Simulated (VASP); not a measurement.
Input of a VASP 6.6.1 run:

INCAR

```
SYSTEM = ReP2
  PREC = Accurate
  ENCUT = 520
  EDIFF = 1E-7
  ISMEAR = 0
  SIGMA = 0.1
  LREAL = .FALSE.
  LASPH = .TRUE.
  NELM = 100
  ALGO = Fast
  ISIF = 2
  LWAVE = .FALSE.
  LCHARG = .FALSE.
  GGA = PE
  NBANDS = 26
```

KPOINTS

```
Automatic mesh
0
G
  4 4 4
  0 0 0
```

POSCAR

```
ReP2
1.0
   -3.4300163059      3.4300163059      2.8792556104
    3.4300163059     -3.4300163059      2.8792556104
    3.4300163059      3.4300163059     -2.8792556104
Re P
2 4
Direct
    0.0570931221      0.5570931221      0.5000000000
    0.5570931221      0.0570931221      0.5000000000
    0.3070917929      0.5497683856      0.2426765927
    0.3070917929      1.0644152002      0.7573234073
    0.5497683856      0.3070917929      0.2426765927
    1.0644152002      0.3070917929      0.7573234073
```

Potentials or basis: VASP PAW PBE potentials, release 64 (Re, P).

Launch:

```console
$ cat potpaw_PBE.64/Re/POTCAR potpaw_PBE.64/P/POTCAR > POTCAR
$ mpirun -np 1 vasp_std > vasp.out
```

(1) Estimate the pressure.

(2) Predict the largest force.

(3) What does it give for the band gap on the k mesh?

Answers

(1) 0.4 GPa.

(2) 0.139 eV/Å.

(3) zero (bands 17 and 18 overlap by 0.61 eV).

Caveat: spin-orbit coupling is left out, which moves the levels of the heavy elements.
